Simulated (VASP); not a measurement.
Here is a VASP 6.6.1 calculation.

File INCAR:

```
PREC = Accurate ; ENCUT = 520
EDIFF = 1E-6 ; ISMEAR = 0
SIGMA = 0.1 ; LREAL = False
LASPH = True ; NELM = 100
ALGO = Fast ; ISIF = 2
LWAVE = False ; LCHARG = False
GGA = PE ; NBANDS = 30
```

KPOINTS

```
Automatic mesh
0
Gamma
  8 8 8
```

The input POSCAR:

```
AsPt4
1.0
    4.6051907697      0.0000000000      0.0000000000
    0.0000000000      4.6051907697      0.0000000000
    0.0000000000      0.0000000000      4.6051907697
As Pt
1 4
Direct
    0.0000000000      0.0000000000      0.0000000000
    0.5000000000      0.0000000000      0.0000000000
    0.0000000000      0.5000000000      0.0000000000
    0.0000000000      0.0000000000      0.5000000000
    0.5000000000      0.5000000000      0.5000000000
```

Potentials or basis: VASP PAW PBE potentials, release 64 (As, Pt).

Run with:

```sh
$ cat potpaw_PBE.64/As/POTCAR potpaw_PBE.64/Pt/POTCAR > POTCAR
$ mpirun -np 1 vasp_std > vasp.out
```

Question: Estimate the pressure.

Answer: 0.3 GPa.
